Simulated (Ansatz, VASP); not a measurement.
**Pd in VASP and in Ansatz**

The input POSCAR:

```
Pd
1.0
    0.0000000000      1.9567730081      1.9567730081
    1.9567730081      0.0000000000      1.9567730081
    1.9567730081      1.9567730081      0.0000000000
Pd
1
Direct
    0.0000000000      0.0000000000      0.0000000000
```

The input INCAR.step1:

```
  PREC = Accurate
  ENCUT = 550
  ISMEAR = -1
  SIGMA = 0.1
  LREAL = False
  LASPH = True
  NELM = 200
  ISPIN = 2
  MAGMOM = 0.436
  LMAXMIX = 4
  NBANDS = 15
  GGA = PE
  ALGO = Normal
  EDIFF = 1E-5
  LWAVE = True
  LCHARG = False
  GGA_COMPAT = False
```

The input INCAR.step2:

```
  PREC = Accurate
  ENCUT = 550
  EDIFF = 1E-6
  ISMEAR = -1
  SIGMA = 0.1
  LREAL = False
  LASPH = True
  NELM = 200
  ALGO = Normal
  ISIF = 2
  LWAVE = False
  LCHARG = False
  ISPIN = 2
  MAGMOM = 0.436
  LORBIT = 11
  LMAXMIX = 4
  METAGGA = R2SCAN
  LMIXTAU = True
  NBANDS = 15
  ISTART = 1
  GGA_COMPAT = False
```

The input KPOINTS:

```
regular mesh
0
Gamma
  7 7 7
```

Input for Ansatz:

```yaml
crystal:
  lattice:
    - [0.0, 1.9567730081, 1.9567730081]
    - [1.9567730081, 0.0, 1.9567730081]
    - [1.9567730081, 1.9567730081, 0.0]
  atoms:
    - { symbol: Pd, position: [0.0, 0.0, 0.0], spin: 0.436 }
hamiltonian:
  xc: r2scan
  pseudopotentials:
    kind: paw
    azcp:
      Pd: "pseudopotentials/Pd.paw.azcp"
basis:
  ecutwfc: 500
  fft_grid_basis: typed
kpoints:
  mp_grid: { grid: [7, 7, 7], shift: [0, 0, 0] }
magnetization:
  spin_polarized: true
scf:
  occupations: { method: fermi_dirac, width: 0.1 }
```

Alike in both runs: task single point; functional r2SCAN; k mesh 7 × 7 × 7; occupations fermi-dirac, width 0.1 eV; collinear spin.

|  | VASP | Ansatz |
| --- | --- | --- |
| version | VASP 6.6.1 | Ansatz 0.2.0 |
| potentials or method | VASP PAW PBE potentials, release 64 (Pd), cutoff 550 eV | plane waves (500 eV) with PAW, scalar-relativistic |
| valence electrons in the cell | 10 | 18 |

VASP gave:

* net moment per atom (μB): 0.00
* size of the moment on the site where the two differ most (μB): 0.00

Problem. Which values does Ansatz return?

Solution. net moment per atom (μB): 0.34; size of the moment on the site where the two differ most (μB): 0.36.

The net moments are unlike, so the other rows may belong to different states. VASP's potentials were made for PBE, not for r2SCAN. Site moments also hang on the region over which each program counts them. VASP's potentials hold 10 valence electrons a cell and Ansatz's 18, so a difference there can come from the potentials and not from the codes. Ansatz's warnings: stability check not made.

The k mesh is coarse, so the values compare programs but aren't converged.
